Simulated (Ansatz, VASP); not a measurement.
KMgF3: VASP beside Ansatz

The input INCAR:

```
ALGO = Normal
EDIFF = 1E-6
ENCUT = 520
GGA = PS
ISIF = 2
ISMEAR = 0
LASPH = True
LCHARG = False
LREAL = False
LWAVE = False
NBANDS = 24
NELM = 60
PREC = Accurate
SIGMA = 0.05
```

Contents of KPOINTS:

```
k-points
0
Gamma
  6 6 6
```

POSCAR

```
KMgF3
1.0
    3.9859000000      0.0000000000      0.0000000000
    0.0000000000      3.9859000000      0.0000000000
    0.0000000000      0.0000000000      4.1054770000
K Mg F
1 1 3
Direct
    0.5000000000      0.5000000000      0.5000000000
    0.0000000000      0.0000000000      0.0000000000
    0.5000000000      0.0000000000      0.0000000000
    0.0000000000      0.5000000000      0.0000000000
    0.0000000000      0.0000000000      0.5000000000
```

Input for Ansatz:

```yaml
crystal:
  lattice:
    - [3.9859, 0.0, 0.0]
    - [0.0, 3.9859, 0.0]
    - [0.0, 0.0, 4.105477]
  atoms:
    - { symbol: K, position: [0.5, 0.5, 0.5] }
    - { symbol: Mg, position: [0.0, 0.0, 0.0] }
    - { symbol: F, position: [0.5, 0.0, 0.0] }
    - { symbol: F, position: [0.0, 0.5, 0.0] }
    - { symbol: F, position: [0.0, 0.0, 0.5] }
basis:
  ecutwfc: 420
kpoints:
  mp_grid: { grid: [6, 6, 6] }
hamiltonian:
  xc: pbesol
scf:
  occupations: { method: gaussian, width: 0.05 }
output:
  forces: true
  stress: true
  eigenvalues: true
```

Change from the starting cell: strain +0.000 along x and y, +0.030 along z, atoms carried along.

Alike in both runs: task single point; functional PBEsol; k mesh 6 × 6 × 6; occupations gaussian, width 0.05 eV; no spin polarisation.

```csv
,VASP,Ansatz
version,VASP 6.6.1,Ansatz 0.2.0
potentials or method,"VASP PAW PBE potentials, release 64 (K_sv, Mg, F), cutoff 520 eV","scalar-relativistic, plane waves, PAW"
valence electrons in the cell,32,40
```

Ansatz gave:

```
gap on the k mesh at the Fermi level (eV)                     : 6.92
least direct gap on the mesh (eV)                             : 7.25
pressure (GPa)                                                : -1.6
traceless stress, the component that is largest in VASP (GPa) : -1.66
```

Q: Estimate VASP's values.

A: gap on the k mesh at the Fermi level (eV): 6.89; least direct gap on the mesh (eV): 7.23; pressure (GPa): -2.0; traceless stress, the component that is largest in VASP (GPa): -1.65.

VASP's potentials were made for PBE, not for PBEsol. VASP's potentials hold 32 valence electrons a cell and Ansatz's 40, so a difference there can come from the potentials and not from the codes.
